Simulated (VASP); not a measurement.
# Ba (Pm-3m) in VASP: further runs

Ba is run at these levels: RPBE; tasks: single point.

Everything below comes from runs of VASP 6.6.1. Logs are shortened: lines on timing, memory, paths and dates and some standing lists are left out, and cuts for length are marked.

### Step 1. The cell of the first run

Symmetry: Pm-3m, No. 221, cubic system. The conventional cell has a = 4.072 Å, b = 4.072 Å, c = 4.072 Å, α = 90.00°, β = 90.00°, γ = 90.00°. Ba (site symmetry m-3m) has 6 Ba at 4.07 Å within 5.3 Å.

### Step 2. Single point, RPBE

Input file INCAR:

```
ALGO     = Normal         # electronic algorithm
EDIFF    = 1E-6           # SCF threshold, eV
ENCUT    = 520            # plane-wave cutoff, eV
GGA      = RP             # functional
ISIF     = 2              # what is computed and relaxed
ISMEAR   = -1             # smearing method
LASPH    = T              # aspherical terms in the spheres
LCHARG   = F              # write CHGCAR
LREAL    = F              # projectors in reciprocal space
LWAVE    = F              # write WAVECAR
NBANDS   = 11             # bands
NELM     = 80             # most SCF steps
PREC     = Accurate       # precision mode
SIGMA    = 0.1            # smearing width, eV
```

Input file KPOINTS:

```
k-points
0
Gamma
  8 8 8
```

Input file POSCAR:

```
Ba
1.0
    4.0716264249      0.0000000000      0.0000000000
    0.0000000000      4.0716264249      0.0000000000
    0.0000000000      0.0000000000      4.0716264249
Ba
1
Direct
    0.0000000000      0.0000000000      0.0000000000
```

Potentials or basis: VASP PAW PBE potentials, release 64 (Ba_sv).

The run is started by

```console
$ cat potpaw_PBE.64/Ba_sv/POTCAR > POTCAR
$ mpirun -np 1 vasp_std > vasp.out
```

OUTCAR:

```text
EDIFF = 1E-6
   ENCUT = 520
   GGA = RP
   ISIF = 2
   ISMEAR = -1
   LASPH = T
   LREAL = F
   NELM = 80
   PREC = Accurate

 ion  position               nearest neighbor table
   1  0.000  0.000  0.000-

  LATTYP: Found a simple cubic cell.
 ALAT       =     4.0716264249

  Lattice vectors:

 A1 = (   4.0716264249,   0.0000000000,   0.0000000000)
 A2 = (   0.0000000000,   4.0716264249,   0.0000000000)
 A3 = (   0.0000000000,   0.0000000000,   4.0716264249)

Analysis of symmetry for initial positions (statically):
=====================================================================
 Subroutine PRICEL returns:
 Original cell was already a primitive cell.

 Routine SETGRP: Setting up the symmetry group for a
 simple cubic supercell.

 Subroutine GETGRP returns: Found 48 space group operations
 (whereof 48 operations were pure point group operations)
 out of a pool of 48 trial point group operations.

The static configuration has the point symmetry O_h .

Analysis of symmetry for dynamics (positions and initial velocities):
=====================================================================
 Subroutine PRICEL returns:
 Original cell was already a primitive cell.

 Routine SETGRP: Setting up the symmetry group for a
 simple cubic supercell.

 Subroutine GETGRP returns: Found 48 space group operations
 (whereof 48 operations were pure point group operations)
 out of a pool of 48 trial point group operations.

The dynamic configuration has the point symmetry O_h .

 Subroutine INISYM returns: Found 48 space group operations
 (whereof 48 operations are pure point group operations),
 and found     1 'primitive' translations

----------------------------------------------------------------------------------------

                                     Primitive cell

  volume of cell :      67.5000

  direct lattice vectors                    reciprocal lattice vectors
     4.071626425  0.000000000  0.000000000     0.245602100  0.000000000  0.000000000
     0.000000000  4.071626425  0.000000000     0.000000000  0.245602100  0.000000000
     0.000000000  0.000000000  4.071626425     0.000000000  0.000000000  0.245602100

  length of vectors
     4.071626425  4.071626425  4.071626425     0.245602100  0.245602100  0.245602100

  position of ions in fractional coordinates (direct lattice)
[... 74 lines left out ...]
   LASPH  =      T    aspherical Exc in radial PAW
   ENCUT  =  520.0 eV  38.22 Ry    6.18 a.u.   7.57  7.57  7.57*2*pi/ulx,y,z
   NELM   =     80;   NELMIN=  2; NELMDL= -5     # of ELM steps
   EDIFF  = 0.1E-05   stopping-criterion for ELM
   LREAL  =      F    real-space projection
   EDIFFG = 0.1E-04   stopping-criterion for IOM
   NSW    =      0    number of steps for IOM
   IBRION =     -1    ionic relax: 0-MD 1-quasi-New 2-CG
   NFREE  =      0    steps in history (QN), initial steepest desc. (CG)
   ISIF   =      2    stress and relaxation
   ISYM   =      2    0-nonsym 1-usesym 2-fastsym
   POTIM  = 0.5000    time-step for ionic-motion
   TEBEG  =    0.0;   TEEND  =   0.0 temperature during run
   PSTRESS=    0.0 pullay stress
   NELECT =      10.0000    total number of electrons
   NUPDOWN=      -1.0000    fix difference up-down
   EMIN   =  10.00;   EMAX   =-10.00  energy-range for DOS
   EFERMI =   0.00;   METHOD = LEGACY
   ISMEAR =    -1;   SIGMA  =   0.10  broadening in eV -4-tet -1-fermi 0-gaus
   EFERMI_NEDOS =   21; number of points for ismear=-14 and -15
   IALGO  =     38    algorithm
   IMIX   =      4    mixing-type and parameters
     AMIX     =   0.40;   BMIX     =  1.00
     AMIX_MAG =   1.60;   BMIX_MAG =  1.00
  volume/ion in A,a.u.               =      67.50       455.51
  Fermi-wavevector in a.u.,A,eV,Ry     =   0.866244  1.636964 10.209522  0.750379
  Thomas-Fermi vector in A             =   1.984605
   LORBIT       =      0    0 simple, 1 ext, 2 COOP (PROOUT), +10 PAW based schemes
   GGA     = RP    functional components
   LHFCALC =     F    Hartree Fock is set to
   AEXX    =    0.0000 exact exchange contribution
   IVDW    =     0    specifies the selected vdW correction
   LEPSILON=     F    determine dielectric tensor
   LRPA    =     F    only Hartree local field effects (RPA)
 non-spin polarized calculation
  energy-cutoff  :      520.00
  volume of cell :       67.50
 maximum number of plane-waves:      1856
   NGX = 15   NGY = 15   NGZ = 15

 number of electron      10.0000000 magnetization

 Free energy of the ion-electron system (eV)
  ---------------------------------------------------
  ext. energy  EPLUGINS =         0.00000000
  ---------------------------------------------------
  free energy    TOTEN  =        -1.38617922 eV

  energy without entropy =       -1.34757934  energy(sigma->0) =       -1.36687928

 E-fermi :   1.4861     XC(G=0):  -7.0624

 val. band max:        1.3565240461   @ k =   0.3750   0.3750   0.3750
 cond. band min:       1.5069661225   @ k =   0.5000   0.5000   0.5000
 fundamental gap:      0.1504420764
 Fermi energy:         1.4861315160

 k-point     1 :       0.0000    0.0000    0.0000
  band No.  band energies     occupation
      1     -27.8454      2.00000
      2     -12.7681      2.00000
      3     -12.7681      2.00000
      4     -12.7681      2.00000
      5      -1.0616      2.00000
      6       1.6111      0.44553
      7       1.6111      0.44553
      8       5.9026      0.00000
      9       5.9026      0.00000
     10       5.9026      0.00000
     11       8.5655      0.00000
[... 309 lines left out ...]
 k-point    24 :       0.5000    0.3750    0.1250
  band No.  band energies     occupation
      1     -27.7655      2.00000
      2     -13.2270      2.00000
      3     -13.1464      2.00000
      4     -12.7551      2.00000
      5       0.8786      1.99541
      6       2.2980      0.00060
      7       3.1860      0.00000
      8       3.4439      0.00000
      9       4.9126      0.00000
     10       5.4846      0.00000
     11       7.4359      0.00000

 [... further k-points ...]
[... 5 lines left out ...]
  --------------------------------------------------------------------------------------
  -------------------------------------------------------------------------------------
  Total        0.0408500      0.0408500      0.0408500     -0.0000000      0.0000000     -0.0000000
  in kB        0.9696139      0.9696139      0.9696139     -0.0000000      0.0000000     -0.0000000
  external PRESSURE =       0.9696139 kB  Pullay stress =       0.0000000 kB

 VOLUME and BASIS-vectors are now :
 -----------------------------------------------------------------------------
  energy-cutoff  :      520.00
  volume of cell :       67.50
      direct lattice vectors                 reciprocal lattice vectors
     4.071626425  0.000000000  0.000000000     0.245602100  0.000000000  0.000000000
     0.000000000  4.071626425  0.000000000     0.000000000  0.245602100  0.000000000
     0.000000000  0.000000000  4.071626425     0.000000000  0.000000000  0.245602100

 POSITION                                       TOTAL-FORCE (eV/Angst)
 -----------------------------------------------------------------------------------
      0.00000      0.00000      0.00000         0.000000      0.000000      0.000000
 -----------------------------------------------------------------------------------
    total drift:                               -0.000000      0.000000     -0.000000

  FREE ENERGIE OF THE ION-ELECTRON SYSTEM (eV)
  ---------------------------------------------------
  free  energy   TOTEN  =        -1.3861792173 eV

  energy  without entropy=       -1.3475793382  energy(sigma->0) =       -1.36687928
```

Wall time 27 s (1 thread of AMD EPYC 7R13, shared host); peak memory 0.15 GiB.

Results:

| Property | Result |
| --- | --- |
| Free energy | -1.3862 eV |
| Pressure | 0.1 GPa |
| Band gap on the k mesh | zero (filled and empty bands touch) |

Caveat: the PAW data sets were made with another functional, which shifts forces and pressure a little; spin-orbit coupling is left out, which moves the levels of the heavy elements.

### Step 3. Single point, RPBE

Input file INCAR:

```
ALGO = Normal
EDIFF = 1E-6
ENCUT = 520
GGA = RP
ISIF = 2
ISMEAR = -1
LASPH = T
LCHARG = F
LREAL = F
LWAVE = F
NBANDS = 11
NELM = 80
PREC = Accurate
SIGMA = 0.1
```

Input file KPOINTS:

```
k-points
0
Gamma
  9 9 9
```

POSCAR is that of step 2.

Potentials or basis: VASP PAW PBE potentials, release 64 (Ba_sv).

The run is started by

```console
$ cat potpaw_PBE.64/Ba_sv/POTCAR > POTCAR
$ mpirun -np 1 vasp_std > vasp.out
```

OUTCAR:

```text
EDIFF = 1E-6
   ENCUT = 520
   GGA = RP
   ISIF = 2
   ISMEAR = -1
   LASPH = T
   LREAL = F
   NELM = 80
   PREC = Accurate

 ion  position               nearest neighbor table
   1  0.000  0.000  0.000-

  LATTYP: Found a simple cubic cell.
 ALAT       =     4.0716264249

  Lattice vectors:

 A1 = (   4.0716264249,   0.0000000000,   0.0000000000)
 A2 = (   0.0000000000,   4.0716264249,   0.0000000000)
 A3 = (   0.0000000000,   0.0000000000,   4.0716264249)

Analysis of symmetry for initial positions (statically):
=====================================================================
 Subroutine PRICEL returns:
 Original cell was already a primitive cell.

 Routine SETGRP: Setting up the symmetry group for a
 simple cubic supercell.

 Subroutine GETGRP returns: Found 48 space group operations
 (whereof 48 operations were pure point group operations)
 out of a pool of 48 trial point group operations.

The static configuration has the point symmetry O_h .

Analysis of symmetry for dynamics (positions and initial velocities):
=====================================================================
 Subroutine PRICEL returns:
 Original cell was already a primitive cell.

 Routine SETGRP: Setting up the symmetry group for a
 simple cubic supercell.

 Subroutine GETGRP returns: Found 48 space group operations
 (whereof 48 operations were pure point group operations)
 out of a pool of 48 trial point group operations.

The dynamic configuration has the point symmetry O_h .

 Subroutine INISYM returns: Found 48 space group operations
 (whereof 48 operations are pure point group operations),
 and found     1 'primitive' translations

----------------------------------------------------------------------------------------

                                     Primitive cell

[... 104 lines left out ...]
   EFERMI_NEDOS =   21; number of points for ismear=-14 and -15
   IALGO  =     38    algorithm
   IMIX   =      4    mixing-type and parameters
     AMIX     =   0.40;   BMIX     =  1.00
     AMIX_MAG =   1.60;   BMIX_MAG =  1.00
  volume/ion in A,a.u.               =      67.50       455.51
  Fermi-wavevector in a.u.,A,eV,Ry     =   0.866244  1.636964 10.209522  0.750379
  Thomas-Fermi vector in A             =   1.984605
   LORBIT       =      0    0 simple, 1 ext, 2 COOP (PROOUT), +10 PAW based schemes
   GGA     = RP    functional components
   LHFCALC =     F    Hartree Fock is set to
   AEXX    =    0.0000 exact exchange contribution
   IVDW    =     0    specifies the selected vdW correction
   LEPSILON=     F    determine dielectric tensor
   LRPA    =     F    only Hartree local field effects (RPA)
 non-spin polarized calculation
  energy-cutoff  :      520.00
  volume of cell :       67.50
 maximum number of plane-waves:      1839
   NGX = 15   NGY = 15   NGZ = 15

 number of electron      10.0000000 magnetization

 Free energy of the ion-electron system (eV)
  ---------------------------------------------------
  ext. energy  EPLUGINS =         0.00000000
  ---------------------------------------------------
  free energy    TOTEN  =        -1.38767929 eV

  energy without entropy =       -1.35130542  energy(sigma->0) =       -1.36949235

 E-fermi :   1.4901     XC(G=0):  -7.0627

 val. band max:        1.4643299218   @ k =   0.4444   0.4444   0.4444
 cond. band min:       1.5934388996   @ k =   0.4444   0.4444   0.4444
 fundamental gap:      0.1291089778
 Fermi energy:         1.4900503822

 k-point     1 :       0.0000    0.0000    0.0000
  band No.  band energies     occupation
      1     -27.8484      2.00000
      2     -12.7709      2.00000
      3     -12.7709      2.00000
      4     -12.7709      2.00000
      5      -1.0616      2.00000
      6       1.6103      0.46220
      7       1.6103      0.46220
      8       5.9007      0.00000
      9       5.9007      0.00000
     10       5.9007      0.00000
     11       8.5653      0.00000
[... 309 lines left out ...]
 k-point    24 :       0.4444    0.3333    0.1111
  band No.  band energies     occupation
      1     -27.7750      2.00000
      2     -13.2251      2.00000
      3     -13.1030      2.00000
      4     -12.7495      2.00000
      5       0.9828      1.98755
      6       2.0718      0.00593
      7       3.2988      0.00000
      8       3.4950      0.00000
      9       4.6429      0.00000
     10       5.1497      0.00000
     11       7.5168      0.00000

 [... further k-points ...]
[... 5 lines left out ...]
  --------------------------------------------------------------------------------------
  -------------------------------------------------------------------------------------
  Total        0.0424881      0.0424881      0.0424881      0.0000000     -0.0000000      0.0000000
  in kB        1.0084951      1.0084951      1.0084951      0.0000000     -0.0000000      0.0000000
  external PRESSURE =       1.0084951 kB  Pullay stress =       0.0000000 kB

 VOLUME and BASIS-vectors are now :
 -----------------------------------------------------------------------------
  energy-cutoff  :      520.00
  volume of cell :       67.50
      direct lattice vectors                 reciprocal lattice vectors
     4.071626425  0.000000000  0.000000000     0.245602100  0.000000000  0.000000000
     0.000000000  4.071626425  0.000000000     0.000000000  0.245602100  0.000000000
     0.000000000  0.000000000  4.071626425     0.000000000  0.000000000  0.245602100

 POSITION                                       TOTAL-FORCE (eV/Angst)
 -----------------------------------------------------------------------------------
      0.00000      0.00000      0.00000         0.000000      0.000000      0.000000
 -----------------------------------------------------------------------------------
    total drift:                               -0.000000      0.000000     -0.000000

  FREE ENERGIE OF THE ION-ELECTRON SYSTEM (eV)
  ---------------------------------------------------
  free  energy   TOTEN  =        -1.3876792892 eV

  energy  without entropy=       -1.3513054158  energy(sigma->0) =       -1.36949235
```

OSZICAR:

```text
N       E                     dE             d eps       ncg     rms          rms(c)
DAV:   1     0.545767602093E+02    0.54577E+02   -0.41718E+03   770   0.738E+02
DAV:   2     0.151044795657E+01   -0.53066E+02   -0.51767E+02   919   0.138E+02
DAV:   3    -0.129512808968E+01   -0.28056E+01   -0.27874E+01  1052   0.318E+01
DAV:   4    -0.137109609029E+01   -0.75968E-01   -0.75826E-01  1003   0.465E+00
DAV:   5    -0.137317419365E+01   -0.20781E-02   -0.20779E-02  1094   0.555E-01    0.173E+00
DAV:   6    -0.138012817793E+01   -0.69540E-02   -0.57848E-03   954   0.678E-01    0.104E+00
DAV:   7    -0.138706180364E+01   -0.69336E-02   -0.18421E-02   920   0.131E+00    0.895E-02
DAV:   8    -0.138766573359E+01   -0.60393E-03   -0.12231E-03  1028   0.237E-01    0.367E-02
DAV:   9    -0.138767750271E+01   -0.11769E-04   -0.31193E-05   971   0.403E-02    0.845E-03
DAV:  10    -0.138767945357E+01   -0.19509E-05   -0.57335E-06   918   0.166E-02    0.209E-03
DAV:  11    -0.138767928917E+01    0.16440E-06   -0.49316E-07   558   0.641E-03
   1 F= -.13876793E+01 E0= -.13694924E+01  d E =-.363739E-01
```

Run time: 29 s. Hardware: 1 thread of AMD EPYC 7R13, shared host; peak memory 0.15 GiB.

What came out:

| Item | Value |
| --- | --- |
| Free energy | -1.3877 eV |
| Pressure | 0.1 GPa |
| Band gap on the k mesh | 0.13 eV, direct |

Caveat: the PAW data sets were made with another functional, which shifts forces and pressure a little; spin-orbit coupling is left out, which moves the levels of the heavy elements.
